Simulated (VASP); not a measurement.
# C in VASP: further runs

Runs on C. Level: PBEsol. Tasks: single point.

All numbers are computed with VASP 6.6.1; they aren't measurements. Logs are shortened: lines on timing, memory, paths and dates and some standing lists are left out, and cuts for length are marked.

### 1 The cell of the first run

The typed cell holds 2 atoms: a = 2.543 Å, b = 2.534 Å, c = 2.572 Å, α = 59.99°, β = 60.70°, γ = 59.78°.

### 2 Single point, PBEsol (atoms moved at random and the cell strained at random)

The input, INCAR:

```
ALGO     = Normal         # electronic algorithm
EDIFF    = 1E-6           # SCF threshold, eV
ENCUT    = 520            # plane-wave cutoff, eV
GGA      = PS             # functional
ISIF     = 2              # what is computed and relaxed
ISMEAR   = 0              # smearing method
LASPH    = True           # aspherical terms in the spheres
LCHARG   = False          # write CHGCAR
LREAL    = False          # projectors in reciprocal space
LWAVE    = False          # write WAVECAR
NBANDS   = 11             # bands
NELM     = 100            # most SCF steps
PREC     = Accurate       # precision mode
SIGMA    = 0.02           # smearing width, eV
```

The input, KPOINTS:

```
k-points
0
Gamma
  12 12 12
```

The input, POSCAR:

```
C
1.0
   -0.0029069420      1.7920851580      1.8036594240
    1.7940112300      0.0114494280      1.7893030540
    1.8267722880      1.8104898460     -0.0213116300
C
2
Direct
    0.4870668386      0.5105893238      0.5017915218
    0.7629331614      0.7394106762      0.7482084782
```

Potentials or basis: VASP PAW PBE potentials, release 64 (C).

Started as:

```sh
$ cat potpaw_PBE.64/C/POTCAR > POTCAR
$ mpirun -np 1 vasp_std > vasp.out
```

OUTCAR:

```text
EDIFF = 1E-6
   ENCUT = 520
   GGA = PS
   ISIF = 2
   ISMEAR = 0
   LASPH = True
   LREAL = False
   NELM = 100
   PREC = Accurate

 ion  position               nearest neighbor table
   1  0.487  0.511  0.502-   2 1.51   2 1.56   2 1.59   2 1.59
   2  0.763  0.739  0.748-   1 1.51   1 1.56   1 1.59   1 1.59

  LATTYP: Found a triclinic cell.
 ALAT       =     2.5338138846
 B/A-ratio  =     1.0034636824
 C/A-ratio  =     1.0074279634
 COS(alpha) =     0.0064394266
 COS(beta)  =     0.4886231639
 COS(gamma) =     0.5033172765

  Lattice vectors:

 A1 = (   1.7940112300,   0.0114494280,   1.7893030540)
 A2 = (  -0.0029069420,   1.7920851580,   1.8036594240)
 A3 = (  -0.0327610580,  -1.7990404180,   1.8106146840)

Analysis of symmetry for initial positions (statically):
=====================================================================
 Subroutine PRICEL returns:
 Original cell was already a primitive cell.

 Routine SETGRP: Setting up the symmetry group for a
 triclinic supercell.

 Subroutine GETGRP returns: Found  2 space group operations
 (whereof  1 operations were pure point group operations)
 out of a pool of  2 trial point group operations.

The static configuration has the point symmetry C_1 .
 The point group associated with its full space group is S_2 .

Analysis of symmetry for dynamics (positions and initial velocities):
=====================================================================
 Subroutine PRICEL returns:
 Original cell was already a primitive cell.

 Routine SETGRP: Setting up the symmetry group for a
 triclinic supercell.

 Subroutine GETGRP returns: Found  2 space group operations
 (whereof  1 operations were pure point group operations)
 out of a pool of  2 trial point group operations.

The dynamic configuration has the point symmetry C_1 .
 The point group associated with its full space group is S_2 .

 Subroutine INISYM returns: Found  2 space group operations
 (whereof  1 operations are pure point group operations),
 and found     1 'primitive' translations

----------------------------------------------------------------------------------------

                                     Primitive cell

  volume of cell :      11.7563

  direct lattice vectors                    reciprocal lattice vectors
    -0.002906942  1.792085158  1.803659424    -0.275577240  0.281286836  0.274502460
     1.794011230  0.011449428  1.789303054     0.281016069 -0.280260197  0.278914650
     1.826772288  1.810489846 -0.021311630     0.270998708  0.275681665 -0.273475821

  length of vectors
     2.542590211  2.533813885  2.572046784     0.480017395  0.485086787  0.473528991

  position of ions in fractional coordinates (direct lattice)
     0.487066839  0.510589324  0.501791522
     0.762933161  0.739410676  0.748208478

  ion indices of the primitive-cell ions
   primitive index   ion index
                 1           1
                 2           2

----------------------------------------------------------------------------------------

 KPOINTS: k-points

Automatic generation of k-mesh.
 Grid dimensions read from file:
 generate k-points for:   12   12   12

 Generating k-lattice:

  Cartesian coordinates                     Fractional coordinates (reciprocal lattice)
    -0.022964770  0.023440570  0.022875205     0.083333333  0.000000000  0.000000000
     0.023418006 -0.023355016  0.023242888     0.000000000  0.083333333  0.000000000
     0.022583226  0.022973472 -0.022789652     0.000000000 -0.000000000  0.083333333

  Length of vectors
     0.040001450  0.040423899  0.039460749

  Shift w.r.t. Gamma in fractional coordinates (k-lattice)
     0.000000000  0.000000000  0.000000000

 Subroutine IBZKPT returns following result:
 ===========================================

 Found    868 irreducible k-points:

 Following reciprocal coordinates:
            Coordinates               Weight
  0.000000  0.000000  0.000000      1.000000
  0.083333  0.000000 -0.000000      2.000000
  0.166667  0.000000 -0.000000      2.000000
  0.250000  0.000000  0.000000      2.000000
  0.333333  0.000000 -0.000000      2.000000
  0.416667  0.000000 -0.000000      2.000000
[... 16 lines left out ...]
  0.250000  0.166667 -0.000000      2.000000
  0.333333  0.166667 -0.000000      2.000000
 [... further k-points ...]
   k-points           NKPTS =    868   k-points in BZ     NKDIM =    868   number of bands    NBANDS=     11
   number of dos      NEDOS =    301   number of ions     NIONS =      2
   total plane-waves  NPLWV =   8000
   dimension x,y,z NGX =    20 NGY =   20 NGZ =   20
   dimension x,y,z NGXF=    40 NGYF=   40 NGZF=   40
   ions per type =               2
   NGX,Y,Z   is equivalent  to a cutoff of  13.08, 13.12, 12.93 a.u.
   NGXF,Y,Z  is equivalent  to a cutoff of  26.15, 26.24, 25.85 a.u.
 SYSTEM =  unknown system
   PREC   = accura    normal or accurate (medium, high low for compatibility)
   ISTART =      0    job   : 0-new  1-cont  2-samecut
   ICHARG =      2    charge: 1-file 2-atom 10-const
   ISPIN  =      1    spin polarized calculation?
   LNONCOLLINEAR =      F non collinear calculations
   LSORBIT =      F    spin-orbit coupling
   LASPH  =      T    aspherical Exc in radial PAW
   ENCUT  =  520.0 eV  38.22 Ry    6.18 a.u.   4.73  4.71  4.78*2*pi/ulx,y,z
   NELM   =    100;   NELMIN=  2; NELMDL= -5     # of ELM steps
   EDIFF  = 0.1E-05   stopping-criterion for ELM
   LREAL  =      F    real-space projection
   EDIFFG = 0.1E-04   stopping-criterion for IOM
   NSW    =      0    number of steps for IOM
   IBRION =     -1    ionic relax: 0-MD 1-quasi-New 2-CG
   NFREE  =      0    steps in history (QN), initial steepest desc. (CG)
   ISIF   =      2    stress and relaxation
   ISYM   =      2    0-nonsym 1-usesym 2-fastsym
   POTIM  = 0.5000    time-step for ionic-motion
   TEBEG  =    0.0;   TEEND  =   0.0 temperature during run
   PSTRESS=    0.0 pullay stress
   NELECT =       8.0000    total number of electrons
   NUPDOWN=      -1.0000    fix difference up-down
   EMIN   =  10.00;   EMAX   =-10.00  energy-range for DOS
   EFERMI =   0.00;   METHOD = LEGACY
   ISMEAR =     0;   SIGMA  =   0.02  broadening in eV -4-tet -1-fermi 0-gaus
   EFERMI_NEDOS =   21; number of points for ismear=-14 and -15
   IALGO  =     38    algorithm
   IMIX   =      4    mixing-type and parameters
     AMIX     =   0.40;   BMIX     =  1.00
     AMIX_MAG =   1.60;   BMIX_MAG =  1.00
  volume/ion in A,a.u.               =       5.88        39.67
  Fermi-wavevector in a.u.,A,eV,Ry     =   1.439953  2.721117 28.211206  2.073465
  Thomas-Fermi vector in A             =   2.558751
   LORBIT       =      0    0 simple, 1 ext, 2 COOP (PROOUT), +10 PAW based schemes
   GGA     = PS    functional components
   LHFCALC =     F    Hartree Fock is set to
   AEXX    =    0.0000 exact exchange contribution
   IVDW    =     0    specifies the selected vdW correction
   LEPSILON=     F    determine dielectric tensor
   LRPA    =     F    only Hartree local field effects (RPA)
 non-spin polarized calculation
 Gauss-broadening in eV      SIGMA  =   0.02
  energy-cutoff  :      520.00
  volume of cell :       11.76
 maximum number of plane-waves:       331
   NGX =  9   NGY =  9   NGZ =  9

 number of electron       8.0000000 magnetization

 Free energy of the ion-electron system (eV)
  ---------------------------------------------------
  ext. energy  EPLUGINS =         0.00000000
  ---------------------------------------------------
  free energy    TOTEN  =       -19.14191453 eV

  energy without entropy =      -19.14191453  energy(sigma->0) =      -19.14191453

 E-fermi :  10.1627     XC(G=0): -13.2584

 val. band max:       10.0219412359   @ k =   0.0000   0.0000   0.0000
 cond. band min:      12.8637281232   @ k =   0.4167   0.0000   0.4167
 fundamental gap:      2.8417868873
 Fermi energy:        10.1626939666

 k-point     1 :       0.0000    0.0000    0.0000
  band No.  band energies     occupation
      1     -11.8546      2.00000
      2       8.2656      2.00000
      3       9.3518      2.00000
      4      10.0219      2.00000
      5      13.9296      0.00000
      6      14.4554      0.00000
      7      15.5050      0.00000
      8      21.7726      0.00000
      9      27.7017      0.00000
     10      35.0897      0.00000
     11      35.4631      0.00000

 k-point     2 :       0.0833    0.0000   -0.0000
  band No.  band energies     occupation
      1     -11.6665      2.00000
      2       7.2889      2.00000
      3       8.9803      2.00000
      4       9.5818      2.00000
      5      14.4522      0.00000
      6      14.9515      0.00000
      7      15.9649      0.00000
      8      21.9888      0.00000
      9      27.9888      0.00000
     10      32.8907      0.00000
     11      32.9922      0.00000

 k-point     3 :       0.1667    0.0000   -0.0000
  band No.  band energies     occupation
      1     -11.1046      2.00000
      2       5.0558      2.00000
      3       8.2114      2.00000
      4       8.7354      2.00000
      5      15.5236      0.00000
      6      15.9947      0.00000
      7      16.7169      0.00000
      8      22.6046      0.00000
      9      28.5463      0.00000
     10      31.1502      0.00000
     11      31.4735      0.00000

 k-point     4 :       0.2500    0.0000    0.0000
  band No.  band energies     occupation
      1     -10.1759      2.00000
      2       2.4126      2.00000
      3       7.4466      2.00000
      4       7.9303      2.00000
      5      16.5035      0.00000
      6      16.9459      0.00000
      7      17.2668      0.00000
      8      23.4601      0.00000
      9      28.7789      0.00000
     10      30.5114      0.00000
     11      31.1403      0.00000
[... 239 lines left out ...]
 k-point    22 :       0.1667    0.1667   -0.0000
  band No.  band energies     occupation
      1     -10.8579      2.00000
      2       6.1850      2.00000
      3       6.6761      2.00000
      4       7.5233      2.00000
      5      13.8661      0.00000
      6      17.7436      0.00000
      7      18.2495      0.00000
      8      21.3494      0.00000
      9      28.3183      0.00000
     10      29.3813      0.00000
     11      36.5422      0.00000

 k-point    23 :       0.2500    0.1667   -0.0000
  band No.  band energies     occupation
      1     -10.1875      2.00000
      2       4.2081      2.00000
      3       5.9011      2.00000
      4       7.1189      2.00000
      5      14.1146      0.00000
      6      19.0394      0.00000
      7      19.0836      0.00000
      8      20.9553      0.00000
      9      28.3405      0.00000
     10      29.8362      0.00000
     11      35.3795      0.00000

 k-point    24 :       0.3333    0.1667   -0.0000
  band No.  band energies     occupation
      1      -9.1576      2.00000
      2       1.8444      2.00000
      3       5.3779      2.00000
      4       6.2368      2.00000
      5      14.9022      0.00000
      6      19.4697      0.00000
      7      19.9489      0.00000
      8      21.2035      0.00000
      9      29.1870      0.00000
     10      29.9403      0.00000
     11      34.8546      0.00000

 [... further k-points ...]
[... 5 lines left out ...]
  --------------------------------------------------------------------------------------
  -------------------------------------------------------------------------------------
  Total       -1.5084925     -0.9624305     -1.3171421     -0.6657424      0.2506920      0.5930985
  in kB     -205.5816613   -131.1627811   -179.5038872    -90.7292789     34.1650216     80.8291611
  external PRESSURE =    -172.0827765 kB  Pullay stress =       0.0000000 kB

 VOLUME and BASIS-vectors are now :
 -----------------------------------------------------------------------------
  energy-cutoff  :      520.00
  volume of cell :       11.76
      direct lattice vectors                 reciprocal lattice vectors
    -0.002906942  1.792085158  1.803659424    -0.275577240  0.281286836  0.274502460
     1.794011230  0.011449428  1.789303054     0.281016069 -0.280260197  0.278914650
     1.826772288  1.810489846 -0.021311630     0.270998708  0.275681665 -0.273475821

 POSITION                                       TOTAL-FORCE (eV/Angst)
 -----------------------------------------------------------------------------------
      1.83125      1.78720      1.78141        -1.582040      1.444776      0.463019
      2.69110      2.73033      2.68316         1.582040     -1.444776     -0.463019
 -----------------------------------------------------------------------------------
    total drift:                               -0.000000      0.000000     -0.000000

  FREE ENERGIE OF THE ION-ELECTRON SYSTEM (eV)
  ---------------------------------------------------
  free  energy   TOTEN  =       -19.1419145313 eV

  energy  without entropy=      -19.1419145313  energy(sigma->0) =      -19.14191453
```

Wall time 2.3 min (1 thread of Intel Xeon 8259CL, shared host); peak memory 0.2 GiB.

What came out:

```
Free energy            : -19.1419 eV
Pressure               : -17.2 GPa
Largest force          : 2.192 eV/Å
Band gap on the k mesh : 2.84 eV, indirect (least direct gap 3.91 eV)
```

Forces in eV/Å, atoms in the order of the input:
```
C   -1.582  1.445  0.463
C    1.582 -1.445 -0.463
```

Stress tensor (GPa, compression positive):
```
-20.56  -9.07   8.08
 -9.07 -13.12   3.42
  8.08   3.42 -17.95
```

Caveat: the cell differs from its parent crystal (atoms moved at random and the cell strained at random); the PAW data sets were made with another functional, which shifts forces and pressure a little. A k mesh can miss the band edges.

### 3 Single point, PBEsol

This run uses another cell than the first one, of 5.61 Å³/atom, 0.954 times its volume.

Edit INCAR of step 2 so:

```diff
@@ -2,4 +2,5 @@
 EDIFF    = 1E-6           # SCF threshold, eV
-ENCUT    = 520            # plane-wave cutoff, eV
+ENCUT    = 910            # plane-wave cutoff, eV
 GGA      = PS             # functional
+GGA_COMPAT= False        
 ISIF     = 2              # what is computed and relaxed
@@ -11,3 +12,3 @@
 NBANDS   = 11             # bands
-NELM     = 100            # most SCF steps
+NELM     = 120            # most SCF steps
 PREC     = Accurate       # precision mode
```

KPOINTS is that of step 2.

The input, POSCAR:

```
C
1.0
    0.0000000000      1.7769046140      1.7769046140
    1.7769046140      0.0000000000      1.7769046140
    1.7769046140      1.7769046140      0.0000000000
C
2
Direct
    0.5000000000      0.5000000000      0.5000000000
    0.7500000000      0.7500000000      0.7500000000
```

Potentials or basis: VASP PAW PBE potentials, release 64 (C_h).

Started as:

```sh
$ cat potpaw_PBE.64/C_h/POTCAR > POTCAR
$ mpirun -np 1 vasp_std > vasp.out
```

It took 16 s on 1 thread of AMD EPYC 7R43 (Zen 3), shared host; peak memory 0.12 GiB.

It converged, with:

* Free energy: -19.2763 eV
* Pressure: 0.0 GPa
* Band gap on the k mesh: 4.07 eV, indirect (least direct gap 5.57 eV)

Levels at points of the mesh, in eV from the valence-band top:
| k point | band 1 | band 2 | band 3 | band 4 | band 5 | band 6 | band 7 | band 8 | band 9 |
| --- | --- | --- | --- | --- | --- | --- | --- | --- | --- |
| (0.00, 0.00, 0.00) | -21.67 | 0.00 | 0.00 | 0.00 | 5.57 | 5.57 | 5.57 | 13.62 | 19.10 |
| (0.50, 0.00, 0.00) | -15.77 | -13.58 | -2.84 | -2.84 | 8.43 | 8.43 | 8.99 | 15.59 | 21.80 |
| (0.50, 0.50, 0.00) | -12.85 | -12.85 | -6.40 | -6.40 | 4.63 | 4.63 | 16.95 | 16.95 | 23.28 |

Caveat: the cutoff is under 1.25 times the usual one of these potentials, so pressure, stress and relaxed cells hold a basis-set (Pulay) error; the PAW data sets were made with another functional, which shifts forces and pressure a little. PBEsol gaps usually lie below the measured ones, often by a third to a half.
